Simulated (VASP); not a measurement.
# LaHg3N2 (P-4m2) in VASP: notebook

Runs on LaHg3N2. Level: PBE. Tasks: single point, relaxation of cell and atoms.

Program: VASP 6.6.1. These are calculated values, not measurements. Logs are shortened: lines on timing, memory, paths and dates and some standing lists are left out, and cuts for length are marked.

**1. The cell of the first run**

The structure is tetragonal, space group P-4m2 (No. 115). The conventional cell has a = 4.530 Å, b = 4.530 Å, c = 7.201 Å, α = 90.00°, β = 90.00°, γ = 90.00°. La (site symmetry -4m2) has 4 N at 2.42 Å and 4 Hg at 3.20 Å within 3.3 Å. Hg (site symmetry 2mm) has 1 N at 2.32 Å within 3.1 Å. Within 3.3 Å of Hg (site symmetry -4m2) lie 4 N at 2.42 Å and 4 La at 3.20 Å. N (site symmetry 2mm) has 3 Hg at 2.32 to 2.42 Å and 2 La at 2.42 Å within 3.1 Å.

The cell was built from a structure type or drawn by symmetry, and may not be a known phase.

**2. Single point, PBE**

Input file INCAR:

```
SYSTEM = LaHg3N2
  PREC = Accurate
  ENCUT = 520
  EDIFF = 1E-6
  ISMEAR = 0
  SIGMA = 0.1
  LREAL = .FALSE.
  LASPH = .TRUE.
  NELM = 100
  ALGO = Normal
  ISIF = 2
  LWAVE = .FALSE.
  LCHARG = .FALSE.
  GGA = PE
  NBANDS = 38
```

Input file KPOINTS:

```
regular mesh
0
G
  6 6 2
  0 0 0
```

Input file POSCAR:

```
LaHg3N2
1.0
    4.5297940912      0.0000000000      0.0000000000
    0.0000000000      4.5297940912      0.0000000000
    0.0000000000      0.0000000000      7.2008065383
La Hg N
1 3 2
Direct
    0.5000000000      0.5000000000      0.0000000000
    0.5000000000      0.0000000000      0.5578853115
    0.0000000000      0.5000000000      0.4421146885
    0.0000000000      0.0000000000      0.0000000000
    0.5000000000      0.0000000000      0.8806375647
    0.0000000000      0.5000000000      0.1193624353
```

Potentials or basis: VASP PAW PBE potentials, release 64 (La, Hg, N).

Command:

```bash
$ cat potpaw_PBE.64/La/POTCAR potpaw_PBE.64/Hg/POTCAR potpaw_PBE.64/N/POTCAR > POTCAR
$ mpirun -np 1 vasp_std > vasp.out
```

OUTCAR:

```text
SYSTEM = LaHg3N2
   PREC = Accurate
   ENCUT = 520
   EDIFF = 1E-6
   ISMEAR = 0
   LREAL = .FALSE.
   LASPH = .TRUE.
   NELM = 100
   ISIF = 2
   GGA = PE

 ion  position               nearest neighbor table
   1  0.500  0.500  0.000-   5 2.42   6 2.42   5 2.42   6 2.42   4 3.20   4 3.20   4 3.20   4 3.20

   2  0.500  0.000  0.558-   5 2.32   3 3.31   3 3.31   3 3.31   3 3.31
   3  0.000  0.500  0.442-   6 2.32   2 3.31   2 3.31   2 3.31   2 3.31
   4  0.000  0.000  0.000-   5 2.42   6 2.42   6 2.42   5 2.42   1 3.20   1 3.20   1 3.20   1 3.20

   5  0.500  0.000  0.881-   2 2.32   1 2.42   4 2.42   1 2.42   4 2.42
   6  0.000  0.500  0.119-   3 2.32   1 2.42   4 2.42   4 2.42   1 2.42

  LATTYP: Found a simple tetragonal cell.
 ALAT       =     4.5297940912
 C/A-ratio  =     1.5896542742

  Lattice vectors:

 A1 = (   4.5297940912,   0.0000000000,   0.0000000000)
 A2 = (   0.0000000000,   4.5297940912,   0.0000000000)
 A3 = (   0.0000000000,   0.0000000000,   7.2008065383)

Analysis of symmetry for initial positions (statically):
=====================================================================
 Subroutine PRICEL returns:
 Original cell was already a primitive cell.

 Routine SETGRP: Setting up the symmetry group for a
 simple tetragonal supercell.

 Subroutine GETGRP returns: Found  8 space group operations
 (whereof  8 operations were pure point group operations)
 out of a pool of 16 trial point group operations.

The static configuration has the point symmetry D_2d.

Analysis of symmetry for dynamics (positions and initial velocities):
=====================================================================
 Subroutine PRICEL returns:
 Original cell was already a primitive cell.

 Routine SETGRP: Setting up the symmetry group for a
 simple tetragonal supercell.

 Subroutine GETGRP returns: Found  8 space group operations
 (whereof  8 operations were pure point group operations)
 out of a pool of 16 trial point group operations.

The dynamic configuration has the point symmetry D_2d.

 Subroutine INISYM returns: Found  8 space group operations
 (whereof  8 operations are pure point group operations),
 and found     1 'primitive' translations

----------------------------------------------------------------------------------------

                                     Primitive cell

  volume of cell :     147.7536
[... 93 lines left out ...]
   LREAL  =      F    real-space projection
   EDIFFG = 0.1E-04   stopping-criterion for IOM
   NSW    =      0    number of steps for IOM
   IBRION =     -1    ionic relax: 0-MD 1-quasi-New 2-CG
   NFREE  =      0    steps in history (QN), initial steepest desc. (CG)
   ISIF   =      2    stress and relaxation
   ISYM   =      2    0-nonsym 1-usesym 2-fastsym
   POTIM  = 0.5000    time-step for ionic-motion
   TEBEG  =    0.0;   TEEND  =   0.0 temperature during run
   PSTRESS=    0.0 pullay stress
   NELECT =      57.0000    total number of electrons
   NUPDOWN=      -1.0000    fix difference up-down
   EMIN   =  10.00;   EMAX   =-10.00  energy-range for DOS
   EFERMI =   0.00;   METHOD = LEGACY
   ISMEAR =     0;   SIGMA  =   0.10  broadening in eV -4-tet -1-fermi 0-gaus
   EFERMI_NEDOS =   21; number of points for ismear=-14 and -15
   IALGO  =     38    algorithm
   IMIX   =      4    mixing-type and parameters
     AMIX     =   0.40;   BMIX     =  1.00
     AMIX_MAG =   1.60;   BMIX_MAG =  1.00
  volume/ion in A,a.u.               =      24.63       166.18
  Fermi-wavevector in a.u.,A,eV,Ry     =   1.191755  2.252091 19.324092  1.420281
  Thomas-Fermi vector in A             =   2.327810
   LORBIT       =      0    0 simple, 1 ext, 2 COOP (PROOUT), +10 PAW based schemes
   GGA     = PE    functional components
   LHFCALC =     F    Hartree Fock is set to
   AEXX    =    0.0000 exact exchange contribution
   IVDW    =     0    specifies the selected vdW correction
   LEPSILON=     F    determine dielectric tensor
   LRPA    =     F    only Hartree local field effects (RPA)
 non-spin polarized calculation
 Gauss-broadening in eV      SIGMA  =   0.10
  energy-cutoff  :      520.00
  volume of cell :      147.75
 maximum number of plane-waves:      4020
 NGX is ok and might be reduce to    36
   NGX = 17   NGY = 17   NGZ = 27

 number of electron      57.0000009 magnetization

 Free energy of the ion-electron system (eV)
  ---------------------------------------------------
  ext. energy  EPLUGINS =         0.00000000
  ---------------------------------------------------
  free energy    TOTEN  =       -21.29419227 eV

  energy without entropy =      -21.28303447  energy(sigma->0) =      -21.28861337

 E-fermi :   2.4150     XC(G=0):  -9.3454

 val. band max:        2.3920185623   @ k =   0.1667   0.0000   0.5000
 cond. band min:       2.4389715381   @ k =   0.5000   0.1667   0.0000
 fundamental gap:      0.0469529758
 Fermi energy:         2.4149794698

 k-point     1 :       0.0000    0.0000    0.0000
  band No.  band energies     occupation
      1     -28.5671      2.00000
      2     -12.9154      2.00000
      3     -12.5864      2.00000
      4     -12.5864      2.00000
      5     -10.6856      2.00000
      6     -10.1228      2.00000
[... 809 lines left out ...]
     37       6.3658      0.00000
     38       6.5093      0.00000

------------------------ aborting loop because EDIFF is reached ----------------------------------------

  FORCE on cell =-STRESS in cart. coord.  units (eV):
  Direction    XX          YY          ZZ          XY          YZ          ZX
  --------------------------------------------------------------------------------------
  -------------------------------------------------------------------------------------
  Total        0.2266378      0.2266378     -0.0251813      0.0000000      0.0000000      0.0000000
  in kB        2.4575646      2.4575646     -0.2730557      0.0000000      0.0000000      0.0000000
  external PRESSURE =       1.5473578 kB  Pullay stress =       0.0000000 kB

 VOLUME and BASIS-vectors are now :
 -----------------------------------------------------------------------------
  energy-cutoff  :      520.00
  volume of cell :      147.75
      direct lattice vectors                 reciprocal lattice vectors
     4.529794091  0.000000000  0.000000000     0.220760586  0.000000000  0.000000000
     0.000000000  4.529794091  0.000000000     0.000000000  0.220760586  0.000000000
     0.000000000  0.000000000  7.200806538     0.000000000  0.000000000  0.138873332

 POSITION                                       TOTAL-FORCE (eV/Angst)
 -----------------------------------------------------------------------------------
      2.26490      2.26490      0.00000        -0.000000      0.000000      0.000000
      2.26490      0.00000      4.01722        -0.000000     -0.000000     -0.023460
      0.00000      2.26490      3.18358        -0.000000     -0.000000      0.023460
      0.00000      0.00000      0.00000        -0.000000     -0.000000      0.000000
      2.26490      0.00000      6.34130         0.000000     -0.000000      0.019303
      0.00000      2.26490      0.85951        -0.000000     -0.000000     -0.019303
 -----------------------------------------------------------------------------------
    total drift:                                0.000000      0.000000     -0.000000

  FREE ENERGIE OF THE ION-ELECTRON SYSTEM (eV)
  ---------------------------------------------------
  free  energy   TOTEN  =       -21.2941922659 eV

  energy  without entropy=      -21.2830344661  energy(sigma->0) =      -21.28861337
```

stdout:

```text
POSCAR found type information on POSCAR LaHgN
 POSCAR found :  3 types and       6 ions
 scaLAPACK will be used
 LDA part: xc-table for (Slater+PW92), standard interpolation
 POSCAR, INCAR and KPOINTS ok, starting setup
 FFT: planning ... GRIDC
 FFT: planning ... GRID_SOFT
 FFT: planning ... GRID
 WAVECAR not read
 entering main loop
```

It took 71 s on 1 thread of Intel Xeon 6975P-C (Granite Rapids), shared host; peak memory 0.32 GiB.

Results:

* Free energy: -21.2942 eV
* Pressure: 0.2 GPa
* Largest force: 0.023 eV/Å
* Band gap on the k mesh: zero (an odd number of electrons rules out a gap without spin polarisation)

Forces in eV/Å, atoms in the order of the input:
```
La   0.000  0.000  0.000
Hg   0.000  0.000 -0.023
Hg   0.000  0.000  0.023
Hg   0.000  0.000  0.000
N    0.000  0.000  0.019
N    0.000  0.000 -0.019
```

Caveat: the k points lie up to 0.44 Å⁻¹ apart, too coarse for converged energies and pressures of a metal; spin-orbit coupling is left out, which moves the levels of the heavy elements.

**3. Single point, PBE**

This run uses another cell than the first one, of 18.98 Å³/atom.

Input file INCAR:

```
ALGO = Normal
EDIFF = 1E-6
ENCUT = 520
GGA = PE
ISIF = 2
ISMEAR = 0
LASPH = True
LCHARG = False
LREAL = False
LWAVE = False
NBANDS = 38
NELM = 80
PREC = Accurate
SIGMA = 0.1
```

Input file KPOINTS:

```
k-points
0
Gamma
  6 6 2
```

Input file POSCAR:

```
LaHg3N2
1.0
    3.7031794800      0.0000000000      0.0000000000
    0.0000000000      3.7031794800      0.0000000000
    0.0000000000      0.0000000000      8.3056853800
La Hg N
1 3 2
Direct
    0.5000000000      0.5000000000      0.0000000000
    0.5000000000      0.0000000000      0.3861632900
    0.0000000000      0.5000000000      0.6138367100
    0.0000000000      0.0000000000      0.0000000000
    0.5000000000      0.0000000000      0.7344790700
    0.0000000000      0.5000000000      0.2655209300
```

Potentials or basis: VASP PAW PBE potentials, release 64 (La, Hg, N).

Command:

```bash
$ cat potpaw_PBE.64/La/POTCAR potpaw_PBE.64/Hg/POTCAR potpaw_PBE.64/N/POTCAR > POTCAR
$ mpirun -np 1 vasp_std > vasp.out
```

OUTCAR:

```text
EDIFF = 1E-6
   ENCUT = 520
   GGA = PE
   ISIF = 2
   ISMEAR = 0
   LASPH = True
   LREAL = False
   NELM = 80
   PREC = Accurate

 ion  position               nearest neighbor table
   1  0.500  0.500  0.000-   4 2.62   4 2.62   4 2.62   4 2.62   3 3.70   3 3.70   2 3.70   2 3.70

   2  0.500  0.000  0.386-   6 2.80   6 2.80   6 2.80   6 2.80   3 3.23   3 3.23   3 3.23   3 3.23
                             4 3.70   4 3.70   1 3.70   1 3.70
[... 1026 lines left out ...]
  --------------------------------------------------------------------------------------
  -------------------------------------------------------------------------------------
  Total       18.2861843     18.2861843    -10.7760746      0.0000000      0.0000000     -0.0000000
  in kB      257.2223345    257.2223345   -151.5814904      0.0000000      0.0000000     -0.0000000
  external PRESSURE =     120.9543928 kB  Pullay stress =       0.0000000 kB

 VOLUME and BASIS-vectors are now :
 -----------------------------------------------------------------------------
  energy-cutoff  :      520.00
  volume of cell :      113.90
      direct lattice vectors                 reciprocal lattice vectors
     3.703179480  0.000000000  0.000000000     0.270038221  0.000000000  0.000000000
     0.000000000  3.703179480  0.000000000     0.000000000  0.270038221  0.000000000
     0.000000000  0.000000000  8.305685380     0.000000000  0.000000000  0.120399456

 POSITION                                       TOTAL-FORCE (eV/Angst)
 -----------------------------------------------------------------------------------
      1.85159      1.85159      0.00000        -0.000000      0.000000      0.000000
      1.85159      0.00000      3.20735         0.000000     -0.000000     -0.346451
      0.00000      1.85159      5.09833         0.000000     -0.000000      0.346451
      0.00000      0.00000      0.00000         0.000000     -0.000000      0.000000
      1.85159      0.00000      6.10035        -0.000000     -0.000000      0.700809
      0.00000      1.85159      2.20533        -0.000000     -0.000000     -0.700809
 -----------------------------------------------------------------------------------
    total drift:                                0.000000      0.000000      0.000000

  FREE ENERGIE OF THE ION-ELECTRON SYSTEM (eV)
  ---------------------------------------------------
  free  energy   TOTEN  =       -13.5527435280 eV

  energy  without entropy=      -13.5424670702  energy(sigma->0) =      -13.54760530
```

OSZICAR:

```text
N       E                     dE             d eps       ncg     rms          rms(c)
DAV:   1     0.565343361477E+03    0.56534E+03   -0.25811E+04  1672   0.208E+03
DAV:   2     0.668705853317E+02   -0.49847E+03   -0.45403E+03  1634   0.428E+02
DAV:   3    -0.105302115167E+02   -0.77401E+02   -0.70282E+02  1888   0.157E+02
DAV:   4    -0.182801961200E+02   -0.77500E+01   -0.75267E+01  2508   0.433E+01
DAV:   5    -0.187220678188E+02   -0.44187E+00   -0.43510E+00  2258   0.820E+00    0.153E+01
DAV:   6    -0.152942125053E+02    0.34279E+01   -0.53699E+01  2616   0.426E+01    0.163E+01
DAV:   7    -0.136360070120E+02    0.16582E+01   -0.19857E+01  2448   0.216E+01    0.757E+00
DAV:   8    -0.135795476781E+02    0.56459E-01   -0.18959E+00  2384   0.732E+00    0.456E+00
DAV:   9    -0.135588577173E+02    0.20690E-01   -0.21104E-01  2388   0.280E+00    0.674E-01
DAV:  10    -0.135508745126E+02    0.79832E-02   -0.66597E-02  2726   0.158E+00    0.333E-01
DAV:  11    -0.135515623451E+02   -0.68783E-03   -0.89281E-03  2514   0.429E-01    0.199E-01
DAV:  12    -0.135524263803E+02   -0.86404E-03   -0.25481E-03  2212   0.229E-01    0.103E-01
DAV:  13    -0.135527251343E+02   -0.29875E-03   -0.10185E-03  2752   0.143E-01    0.518E-02
DAV:  14    -0.135527448529E+02   -0.19719E-04   -0.26222E-04  2618   0.110E-01    0.118E-02
DAV:  15    -0.135527439041E+02    0.94883E-06   -0.16933E-05  2302   0.288E-02    0.543E-03
DAV:  16    -0.135527435280E+02    0.37602E-06   -0.32170E-06  2056   0.106E-02
   1 F= -.13552744E+02 E0= -.13547605E+02  d E =-.102765E-01
```

stdout:

```text
POSCAR found type information on POSCAR LaHgN
 POSCAR found :  3 types and       6 ions
 scaLAPACK will be used
 LDA part: xc-table for (Slater+PW92), standard interpolation
 POSCAR, INCAR and KPOINTS ok, starting setup
 FFT: planning ... GRIDC
 FFT: planning ... GRID_SOFT
 FFT: planning ... GRID
 WAVECAR not read
 entering main loop
```

Run time: 53 s. Hardware: 1 thread of Intel Xeon 6975P-C (Granite Rapids), shared host; peak memory 0.26 GiB.

What came out:

```
Free energy            : -13.5527 eV
Pressure               : 12.1 GPa
Largest force          : 0.701 eV/Å
Band gap on the k mesh : zero (an odd number of electrons rules out a gap without spin polarisation)
```

Forces in eV/Å, atoms in the order of the input:
```
La   0.000  0.000  0.000
Hg   0.000  0.000 -0.346
Hg   0.000  0.000  0.346
Hg   0.000  0.000  0.000
N    0.000  0.000  0.701
N    0.000  0.000 -0.701
```

Caveat: the k points lie up to 0.38 Å⁻¹ apart, too coarse for converged energies and pressures of a metal; spin-orbit coupling is left out, which moves the levels of the heavy elements.

(Continued in part 2 of 3.)
